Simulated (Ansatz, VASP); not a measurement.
In: VASP beside Ansatz

POSCAR

```
In
1.0
    3.2499217385      0.0000000000      0.0000000000
   -1.6249603821      2.8145150353      0.0000000000
    0.0000000000      0.0000000000      5.3678201510
In
2
Direct
    0.3333333333      0.6666666667      0.2500000000
    0.6666666667      0.3333333333      0.7500000000
```

Contents of INCAR.step1:

```
SYSTEM = In
ALGO = Normal
EDIFF = 1E-4
ENCUT = 520
GGA = PE
ISMEAR = -1
LASPH = .True.
LCHARG = .False.
LREAL = .False.
LWAVE = .True.
NBANDS = 20
NELM = 100
PREC = Accurate
SIGMA = 0.1
```

INCAR.step2

```
SYSTEM = In
ALGO = Normal
EDIFF = 1E-7
ENCUT = 520
ISIF = 2
ISMEAR = -1
ISTART = 1
LASPH = .True.
LCHARG = .True.
LELF = .True.
LMIXTAU = .True.
LREAL = .False.
LVHAR = .True.
LWAVE = .False.
METAGGA = R2SCAN
NBANDS = 20
NELM = 100
PREC = Accurate
SIGMA = 0.1
```

The input KPOINTS:

```
k-points
0
Gamma
  8 8 4
  0 0 0
```

Input for Ansatz:

```yaml
crystal:
  lattice:
    - [3.2499217385011328, 0.0, 0.0]
    - [-1.6249603820767764, 2.814515035342821, 0.0]
    - [0.0, 0.0, 5.3678201509559615]
  atoms:
    - { symbol: In, position: [0.3333333333333333, 0.6666666666666666, 0.25] }
    - { symbol: In, position: [0.6666666666666666, 0.3333333333333333, 0.75] }
basis:
  ecutwfc: 625.861883657724
kpoints:
  mp_grid:
    grid: [8, 8, 4]
hamiltonian:
  xc: r2scan
scf:
  occupations:
    method: fermi_dirac
    width: 0.1
output:
  stress: true
```

Alike in both runs: task single point; functional r2SCAN; k mesh 8 × 8 × 4; occupations fermi-dirac, width 0.1 eV; no spin polarisation.

|  | VASP | Ansatz |
| --- | --- | --- |
| version | VASP 6.6.1 | Ansatz 0.2.0 |
| potentials or method | VASP PAW PBE potentials, release 64 (In_d), cutoff 520 eV | plane waves, PAW |
| valence electrons in the cell | 26 | 26 |

|  | VASP | Ansatz | Ansatz less VASP |
| --- | --- | --- | --- |
| pressure (GPa) | 3.7 | 3.7 | -0.06 |
| traceless stress, the component that is largest in VASP (GPa) | 1.24 | 1.24 | +0.004 |

VASP's potentials were made for PBE, not for r2SCAN.
